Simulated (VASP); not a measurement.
# Ti2B2Os (P-6m2) in VASP: further runs, part 2 of 2

VASP 6.6.1. Earlier steps stand in the parts before.

## Step 4: Single point, PBE

This run uses another cell than the first one, of 12.98 Å³/atom.

File INCAR:

```
SYSTEM = Ti2B2Os
ALGO = Fast
EDIFF = 1E-6
ENCUT = 520
GGA = PE
ISIF = 2
ISMEAR = 0
LASPH = .True.
LCHARG = .False.
LREAL = .False.
LWAVE = .False.
NBANDS = 27
NELM = 60
PREC = Accurate
SIGMA = 0.1
```

File KPOINTS:

```
k-points
0
Gamma
  12 12 8
  0 0 0
```

File POSCAR:

```
Ti2B2Os
1.0
    3.9824651126      0.0000000000      0.0000000000
   -1.9912325563      3.4489159572      0.0000000000
    0.0000000000      0.0000000000      4.7251430691
Ti B Os
2 2 1
Direct
    0.6666666667      0.3333333333      0.0000000000
    0.6666666667      0.3333333333      0.5000000000
    0.0000000000      0.0000000000      0.3050017930
    0.0000000000      0.0000000000      0.6949982070
    0.3333333333      0.6666666667      0.0000000000
```

Potentials or basis: VASP PAW PBE potentials, release 64 (Ti_sv, B, Os).

Started as:

```console
$ cat potpaw_PBE.64/Ti_sv/POTCAR potpaw_PBE.64/B/POTCAR potpaw_PBE.64/Os/POTCAR > POTCAR
$ mpirun -np 1 vasp_std > vasp.out
```

OUTCAR:

```text
SYSTEM = Ti2B2Os
   EDIFF = 1E-6
   ENCUT = 520
   GGA = PE
   ISIF = 2
   ISMEAR = 0
   LASPH = .True.
   LREAL = .False.
   NELM = 60
   PREC = Accurate

 ion  position               nearest neighbor table
   1  0.667  0.333  0.000-   5 2.30   5 2.30   5 2.30   2 2.36   2 2.36
   2  0.667  0.333  0.500-   1 2.36   1 2.36   4 2.48   3 2.48   3 2.48   4 2.48   3 2.48   4 2.48

   3  0.000  0.000  0.305-   4 1.84   2 2.48   2 2.48   2 2.48   5 2.71   5 2.71   5 2.71
   4  0.000  0.000  0.695-   3 1.84   2 2.48   2 2.48   2 2.48   5 2.71   5 2.71   5 2.71
   5  0.333  0.667  0.000-   1 2.30   1 2.30   1 2.30   4 2.71   3 2.71   4 2.71   3 2.71   4 2.71
                             3 2.71

  LATTYP: Found a hexagonal cell.
 ALAT       =     3.9824651126
 C/A-ratio  =     1.1864869962

  Lattice vectors:

 A1 = (   3.9824651126,   0.0000000000,   0.0000000000)
 A2 = (  -1.9912325563,   3.4489159572,   0.0000000000)
 A3 = (   0.0000000000,   0.0000000000,   4.7251430691)

Analysis of symmetry for initial positions (statically):
=====================================================================
 Subroutine PRICEL returns:
 Original cell was already a primitive cell.

 Routine SETGRP: Setting up the symmetry group for a
 hexagonal supercell.

 Subroutine GETGRP returns: Found 12 space group operations
 (whereof 12 operations were pure point group operations)
 out of a pool of 24 trial point group operations.

The static configuration has the point symmetry D_3h.

Analysis of symmetry for dynamics (positions and initial velocities):
=====================================================================
 Subroutine PRICEL returns:
 Original cell was already a primitive cell.

 Routine SETGRP: Setting up the symmetry group for a
 hexagonal supercell.

 Subroutine GETGRP returns: Found 12 space group operations
 (whereof 12 operations were pure point group operations)
 out of a pool of 24 trial point group operations.

[... 128 lines left out ...]
  Fermi-wavevector in a.u.,A,eV,Ry     =   1.369576  2.588124 25.520975  1.875739
  Thomas-Fermi vector in A             =   2.495439
   LORBIT       =      0    0 simple, 1 ext, 2 COOP (PROOUT), +10 PAW based schemes
   GGA     = PE    functional components
   LHFCALC =     F    Hartree Fock is set to
   AEXX    =    0.0000 exact exchange contribution
   IVDW    =     0    specifies the selected vdW correction
   LEPSILON=     F    determine dielectric tensor
   LRPA    =     F    only Hartree local field effects (RPA)
 non-spin polarized calculation
 RMM-DIIS sequential band-by-band and
 Gauss-broadening in eV      SIGMA  =   0.10
  energy-cutoff  :      520.00
  volume of cell :       64.90
 maximum number of plane-waves:      1776
 NGX is ok and might be reduce to    30
   NGX = 15   NGY = 15   NGZ = 17

 number of electron      38.0000001 magnetization

 Free energy of the ion-electron system (eV)
  ---------------------------------------------------
  ext. energy  EPLUGINS =         0.00000000
  ---------------------------------------------------
  free energy    TOTEN  =       -37.96010482 eV

  energy without entropy =      -37.94471451  energy(sigma->0) =      -37.95240966

 E-fermi :   7.6542     XC(G=0): -11.9567

 val. band max:        7.6537497589   @ k =   0.0833  -0.0000   0.5000
 cond. band min:       7.6644903631   @ k =   0.3333   0.1667   0.5000
 fundamental gap:      0.0107406042
 Fermi energy:         7.6541921088

 k-point     1 :       0.0000    0.0000    0.0000
  band No.  band energies     occupation
      1     -49.2964      2.00000
      2     -48.3385      2.00000
      3     -26.1804      2.00000
      4     -25.5978      2.00000
      5     -25.5978      2.00000
      6     -24.7319      2.00000
[... 709 lines left out ...]
     26      11.1208      0.00000
     27      11.4185      0.00000

 [... further k-points ...]

------------------------ aborting loop because EDIFF is reached ----------------------------------------

  FORCE on cell =-STRESS in cart. coord.  units (eV):
  Direction    XX          YY          ZZ          XY          YZ          ZX
  --------------------------------------------------------------------------------------
  -------------------------------------------------------------------------------------
  Total        0.1802107      0.1802107      0.0168171      0.0000000      0.0000000      0.0000000
  in kB        4.4487872      4.4487872      0.4151578      0.0000000      0.0000000      0.0000000
  external PRESSURE =       3.1042441 kB  Pullay stress =       0.0000000 kB

 VOLUME and BASIS-vectors are now :
 -----------------------------------------------------------------------------
  energy-cutoff  :      520.00
  volume of cell :       64.90
      direct lattice vectors                 reciprocal lattice vectors
     3.982465113  0.000000000  0.000000000     0.251100756  0.144973089  0.000000000
    -1.991232556  3.448915957  0.000000000     0.000000000  0.289946178  0.000000000
     0.000000000  0.000000000  4.725143069     0.000000000  0.000000000  0.211633804

 POSITION                                       TOTAL-FORCE (eV/Angst)
 -----------------------------------------------------------------------------------
      1.99123      1.14964      0.00000        -0.000000      0.000000      0.000000
      1.99123      1.14964      2.36257         0.000000      0.000000      0.000000
      0.00000      0.00000      1.44118         0.000000     -0.000000      0.000914
      0.00000      0.00000      3.28397         0.000000     -0.000000     -0.000914
     -0.00000      2.29928      0.00000        -0.000000      0.000000      0.000000
 -----------------------------------------------------------------------------------
    total drift:                               -0.000002      0.000001      0.000000

  FREE ENERGIE OF THE ION-ELECTRON SYSTEM (eV)
  ---------------------------------------------------
  free  energy   TOTEN  =       -37.9601048190 eV

  energy  without entropy=      -37.9447145057  energy(sigma->0) =      -37.95240966
```

OSZICAR:

```text
N       E                     dE             d eps       ncg     rms          rms(c)
DAV:   1     0.426275407621E+03    0.42628E+03   -0.18856E+04  5130   0.161E+03
DAV:   2     0.125171100465E+02   -0.41376E+03   -0.40212E+03  5153   0.486E+02
DAV:   3    -0.374501639376E+02   -0.49967E+02   -0.48486E+02  8692   0.145E+02
[... 28 lines left out ...]
RMM:  32    -0.379601015884E+02   -0.12201E-05   -0.15986E-05  5070   0.109E-02    0.556E-04
RMM:  33    -0.379601026134E+02   -0.10250E-05   -0.13752E-05  4671   0.979E-03    0.549E-04
RMM:  34    -0.379601034382E+02   -0.82482E-06   -0.11720E-05  4615   0.933E-03    0.434E-04
RMM:  35    -0.379601042081E+02   -0.76992E-06   -0.10970E-05  4505   0.895E-03    0.589E-04
RMM:  36    -0.379601048190E+02   -0.61089E-06   -0.92831E-06  4375   0.863E-03
   1 F= -.37960105E+02 E0= -.37952410E+02  d E =-.153903E-01
```

Wall time 3.4 min (1 thread of Intel Xeon 6975P-C (Granite Rapids), shared host); peak memory 0.3 GiB.

Results:

- Free energy: -37.9601 eV
- Pressure: 0.3 GPa
- Band gap on the k mesh: zero (bands 19 and 20 overlap by 1.38 eV)

Levels at points of the mesh, in eV from the Fermi level:
```
           k point  band 17  band 18  band 19  band 20  band 21  band 22
(0.00, 0.00, 0.00)    -1.04    -1.04    -0.90    -0.90    -0.37     1.35
(0.50, 0.00, 0.00)    -2.06    -1.27    -1.26     1.05     1.05     1.50
(0.00, 0.00, 0.50)    -1.65    -0.75     0.33     0.33     0.88     0.88
(0.50, 0.00, 0.50)    -1.75    -1.10     0.11     1.05     1.11     1.24
```

Caveat: spin-orbit coupling is left out, which moves the levels of the heavy elements.

## Step 5: Relaxation of cell and atoms, PBE

This run uses another cell than the first one, of 14.43 Å³/atom.

File INCAR:

```
SYSTEM = Ti2B2Os
ALGO = Normal
EDIFF = 1E-6
EDIFFG = -0.04
ENCUT = 600
GGA = PE
IBRION = 2
ISIF = 3
ISMEAR = 0
LASPH = .True.
LCHARG = .False.
LREAL = .False.
LWAVE = .False.
NELM = 100
NSW = 90
PREC = Accurate
SIGMA = 0.1
```

File KPOINTS:

```
k-points
0
Gamma
  6 6 4
  0 0 0
```

File POSCAR:

```
Ti2B2Os
1.0
    4.5019394500      0.0000000000      0.0000000000
   -2.2509697200      3.8987939300      0.0000000000
    0.0000000000      0.0000000000      4.1099991500
Ti B Os
2 2 1
Direct
    0.6666666700      0.3333333300      0.0000000000
    0.6666666700      0.3333333300      0.5000000000
    0.0000000000      0.0000000000      0.2583803800
    0.0000000000      0.0000000000      0.7416196200
    0.3333333300      0.6666666700      0.0000000000
```

Potentials or basis: VASP PAW PBE potentials, release 64 (Ti_sv, B, Os).

Started as:

```console
$ cat potpaw_PBE.64/Ti_sv/POTCAR potpaw_PBE.64/B/POTCAR potpaw_PBE.64/Os/POTCAR > POTCAR
$ mpirun -np 1 vasp_std > vasp.out
```

OUTCAR:

```text
SYSTEM = Ti2B2Os
   EDIFF = 1E-6
   EDIFFG = -0.04
   ENCUT = 600
   GGA = PE
   IBRION = 2
   ISIF = 3
   ISMEAR = 0
   LASPH = .True.
   LREAL = .False.
   NELM = 100
   NSW = 90
   PREC = Accurate

 ion  position               nearest neighbor table
   1  0.667  0.333  0.000-   2 2.05   2 2.05   5 2.60   5 2.60   5 2.60
   2  0.667  0.333  0.500-   1 2.05   1 2.05
   3  0.000  0.000  0.258-   4 1.99   4 2.12
   4  0.000  0.000  0.742-   3 1.99   3 2.12
   5  0.333  0.667  0.000-   1 2.60   1 2.60   1 2.60

  LATTYP: Found a hexagonal cell.
 ALAT       =     4.5019394500
 C/A-ratio  =     0.9129396776

  Lattice vectors:

 A1 = (   4.5019394500,   0.0000000000,   0.0000000000)
 A2 = (  -2.2509697200,   3.8987939300,   0.0000000000)
 A3 = (   0.0000000000,   0.0000000000,   4.1099991500)
[... 290 lines left out ...]
  free  energy   TOTEN  =       -37.7147637492 eV

  energy  without entropy=      -37.6994973420  energy(sigma->0) =      -37.70713055

[... ionic steps 4 to 19 ...]

--------------------------------------- Ionic step       20  -------------------------------------------

 number of electron      37.9999988 magnetization

------------------------ aborting loop because EDIFF is reached ----------------------------------------
[... 73 lines left out ...]
--------------------------------------- Ionic step       22  -------------------------------------------

 number of electron      37.9999993 magnetization

 Free energy of the ion-electron system (eV)
  ---------------------------------------------------
  ext. energy  EPLUGINS =         0.00000000
  ---------------------------------------------------
  free energy    TOTEN  =       -37.99067098 eV

  energy without entropy =      -37.97354633  energy(sigma->0) =      -37.98210865

 E-fermi :   7.6790     XC(G=0): -11.9555

 val. band max:        7.5212790498   @ k =   0.3333   0.3333   0.0000
 cond. band min:       7.6877409685   @ k =   0.3333   0.1667   0.5000
 fundamental gap:      0.1664619187
 Fermi energy:         7.6790450338

 k-point     1 :       0.0000    0.0000    0.0000
  band No.  band energies     occupation
      1     -49.2681      2.00000
      2     -48.3048      2.00000
      3     -26.1715      2.00000
      4     -25.5759      2.00000
      5     -25.5759      2.00000
      6     -24.7047      2.00000
[... 567 lines left out ...]
  FREE ENERGIE OF THE ION-ELECTRON SYSTEM (eV)
  ---------------------------------------------------
  free  energy   TOTEN  =       -37.9906709793 eV

  energy  without entropy=      -37.9735463283  energy(sigma->0) =      -37.98210865

 reached required accuracy - stopping structural energy minimisation
```

OSZICAR:

```text
N       E                     dE             d eps       ncg     rms          rms(c)
[... 236 lines left out ...]
DAV:   1    -0.379919514797E+02   -0.14754E-02   -0.64444E-02   966   0.275E+00    0.240E-01
DAV:   2    -0.379913171800E+02    0.63430E-03   -0.87891E-03  1362   0.819E-01    0.193E-01
DAV:   3    -0.379908961380E+02    0.42104E-03   -0.51575E-03  1403   0.658E-01    0.102E-01
DAV:   4    -0.379906748321E+02    0.22131E-03   -0.16619E-03  1545   0.341E-01    0.381E-02
DAV:   5    -0.379906684987E+02    0.63334E-05   -0.25645E-04  1419   0.141E-01    0.212E-02
DAV:   6    -0.379906684232E+02    0.75489E-07   -0.22498E-05  1340   0.339E-02    0.143E-02
DAV:   7    -0.379906703893E+02   -0.19661E-05   -0.41290E-06  1107   0.199E-02    0.512E-03
DAV:   8    -0.379906709793E+02   -0.59002E-06   -0.14458E-06   615   0.109E-02
  22 F= -.37990671E+02 E0= -.37982109E+02  d E =-.106244E-01
```

Run time: 5.3 min. Hardware: 1 thread of Intel Xeon 6975P-C (Granite Rapids), shared host; peak memory 0.24 GiB.

Results:

```
Free energy                           : -37.9907 eV
Relaxed volume                        : 12.99 Å³/atom
Relaxed cell                          : a = 3.992 Å, b = 3.992 Å, c = 4.704 Å, α = 90.00°, β = 90.00°, γ = 120.00°
Space group after relaxing (to 0.1 Å) : P-6m2 (No. 187)
Energy gained by relaxing             : 545.2 meV/atom
Ionic steps                           : 22
Pressure after relaxing               : -0.2 GPa
Band gap on the k mesh                : zero (bands 19 and 20 overlap by 1.40 eV)
```

Forces in eV/Å, atoms in the order of the input:
```
Ti   0.000  0.000  0.000
Ti   0.000  0.000  0.000
B    0.000  0.000 -0.003
B    0.000  0.000  0.003
Os   0.000  0.000  0.000
```

Stress tensor (GPa, compression positive):
```
-0.24  0.00  0.00
 0.00 -0.24  0.00
 0.00  0.00 -0.11
```

Step by step:
```
step  energy change (eV)  largest force (eV/Å)  pressure (GPa)  volume (Å³)
   1              0.0000                0.0608          -15.28        72.14
   2             -2.0732                0.3728           27.34        57.51
   3             -2.4501                0.1474            9.61        60.95
   4             -2.6097                0.0813           -3.53        66.07
   5             -2.6307                0.0812           -0.53        64.66
   6             -2.6317                0.1010            0.33        64.41
   7             -2.6318                0.0974            0.22        64.46
   8             -2.6329                0.1127            0.12        64.49
   9             -2.6372                0.1707           -0.07        64.56
  10             -2.6526                0.3141           -0.44        64.71
  11             -2.6945                0.3273           -0.94        65.01
  12             -2.6838                0.3862            0.12        65.59
  13             -2.7111                0.2101           -0.92        65.20
  14             -2.7135                0.1264           -0.75        65.30
  15             -2.7139                0.1159           -0.77        65.30
  16             -2.7148                0.0842           -0.72        65.30
  17             -2.7153                0.0108           -0.51        65.31
  18             -2.7162                0.0100           -0.52        65.29
  19             -2.7184                0.0082           -0.48        65.25
  20             -2.7220                0.0047           -0.40        65.16
  21             -2.7258                0.0014           -0.25        64.98
  22             -2.7260                0.0029           -0.20        64.93
```

Final structure:
```
CELL_PARAMETERS angstrom
3.99222 0.00000 0.00000
-1.99611 3.45737 0.00000
0.00000 0.00000 4.70384
ATOMIC_POSITIONS crystal
Ti 0.66667 0.33333 0.00000
Ti 0.66667 0.33333 0.50000
B 0.00000 0.00000 0.30318
B 0.00000 0.00000 0.69682
Os 0.33333 0.66667 0.00000
```

Caveat: the k points lie up to 0.33 Å⁻¹ apart in the final cell, too coarse for converged energies and pressures of a metal; spin-orbit coupling is left out, which moves the levels of the heavy elements.

## Step 6: Summary

| task | cell | k mesh | cutoff (eV) | gap on the mesh (eV) | pressure (GPa) |
| --- | --- | --- | --- | --- | --- |
| single point | a = 3.987, b = 3.987, c = 4.703 Å, angles 90.0, 90.0, 120.0°, 5 atoms, atomic positions A | 6 × 6 × 4 | 520 | none | 0.3 |
| single point | a = 4.502, b = 4.502, c = 4.110 Å, angles 90.0, 90.0, 120.0°, 5 atoms, atomic positions B | 6 × 6 × 4 | 520 | none | -15.3 |
| single point | a = 3.982, b = 3.982, c = 4.725 Å, angles 90.0, 90.0, 120.0°, 5 atoms, atomic positions C | 12 × 12 × 8 | 520 | none | 0.3 |
| relaxation of cell and atoms | relaxed from a = 4.502, b = 4.502, c = 4.110 Å, angles 90.0, 90.0, 120.0°, 5 atoms, atomic positions B | 6 × 6 × 4 | 600 | none | -0.2 |

Alike in all rows: level PBE; potentials or basis VASP PAW PBE potentials, release 64 (Ti_sv, B, Os); no spin polarisation; smearing gaussian 0.1 eV.

Caveats: some runs use coarse meshes; spin-orbit coupling is left out, which moves the levels of the heavy elements; atoms lie so close that the PAW spheres overlap strongly, which falsifies energies and pressures (at least some runs).

Absolute energies hang on the potentials; compare differences alone.

The gap in the log of VASP goes by the Fermi energy; the results here count the filled bands.